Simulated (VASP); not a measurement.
Set up this calculation in VASP 6.6.1, as the native input.

```
Task                   : single point
Functional             : r2SCAN
Potentials or basis    : VASP PAW PBE potentials, release 64 (Al)
Cutoff                 : 520 eV
k mesh                 : 19 × 19 × 3
Occupations            : gaussian, width 0.15 eV
Spin                   : no spin polarisation
Dipole correction      : no
Further INCAR settings : ALGO = Normal; EDIFF = 1e-06; NBANDS = 22
```

Al:

```
Al
1.0
    -2.82220    0.00000    0.00000
    -1.41110   -2.44410    0.00000
    -2.11665   -1.22205   18.52412
Al
8
Direct
  0.65625 0.65625 0.68750
  0.90625 0.90625 0.18750
  0.92708 0.92708 0.81250
  0.17708 0.17708 0.31250
  0.53125 0.53125 0.93750
  0.78125 0.78125 0.43750
  0.63542 0.63542 0.06250
  0.38542 0.38542 0.56250
```

One way to write it, as run:

POSCAR

```
Al
1.0
   -2.8221979689      0.0000000000      0.0000000000
   -1.4110989845     -2.4440951356      0.0000000000
   -2.1166484767     -1.2220475678     18.5241186883
Al
8
Direct
    0.6562500000      0.6562500000      0.6875000000
    0.9062500000      0.9062500000      0.1875000000
   -0.0729166667     -0.0729166667      0.8125000000
    0.1770833333      0.1770833333      0.3125000000
    0.5312500000      0.5312500000      0.9375000000
    0.7812500000      0.7812500000      0.4375000000
    0.6354166667      0.6354166667      0.0625000000
    0.3854166667      0.3854166667      0.5625000000
```

INCAR.step1

```
SYSTEM = Al
PREC     = Accurate       ! precision mode
ENCUT    = 520            ! plane-wave cutoff, eV
ISMEAR   = 0              ! smearing method
SIGMA    = 0.15           ! smearing width, eV
LREAL    = .False.        ! projectors in reciprocal space
LASPH    = .True.         ! aspherical terms in the spheres
NELM     = 80             ! most SCF steps
NBANDS   = 22             ! bands
GGA      = PE             ! functional
ALGO     = Normal         ! electronic algorithm
EDIFF    = 1E-4           ! SCF threshold, eV
LWAVE    = .True.         ! write WAVECAR
LCHARG   = .False.        ! write CHGCAR
```

INCAR.step2

```
SYSTEM = Al
PREC     = Accurate       ! precision mode
ENCUT    = 520            ! plane-wave cutoff, eV
EDIFF    = 1E-6           ! SCF threshold, eV
ISMEAR   = 0              ! smearing method
SIGMA    = 0.15           ! smearing width, eV
LREAL    = .False.        ! projectors in reciprocal space
LASPH    = .True.         ! aspherical terms in the spheres
NELM     = 80             ! most SCF steps
ALGO     = Normal         ! electronic algorithm
ISIF     = 2              ! what is computed and relaxed
LWAVE    = .False.        ! write WAVECAR
LCHARG   = .False.        ! write CHGCAR
METAGGA  = R2SCAN         ! meta-GGA
LMIXTAU  = .True.       
NBANDS   = 22             ! bands
ISTART   = 1
```

KPOINTS

```
Automatic mesh
0
Gamma
  19 19 3
  0 0 0
```

Potentials or basis: VASP PAW PBE potentials, release 64 (Al).

Command:

```console
$ cat potpaw_PBE.64/Al/POTCAR > POTCAR
$ cp INCAR.step1 INCAR
$ mpirun -np 1 vasp_std > vasp.out
$ cp INCAR.step2 INCAR
$ mpirun -np 1 vasp_std > vasp.out
```

Results of the run:

```
Pressure               : 0.8 GPa
Largest force          : 1.192 eV/Å
Band gap on the k mesh : zero (band 12 reaches 12.43 eV, above the bottom of band 13 at 6.31 eV)
```

Caveat: the PAW data sets were made with another functional, which shifts forces and pressure a little.

It took 36 min on 1 thread of Intel(R) Xeon(R) Platinum 8488C (Sapphire Rapids), on a shared host, peak memory 0.69 GiB.
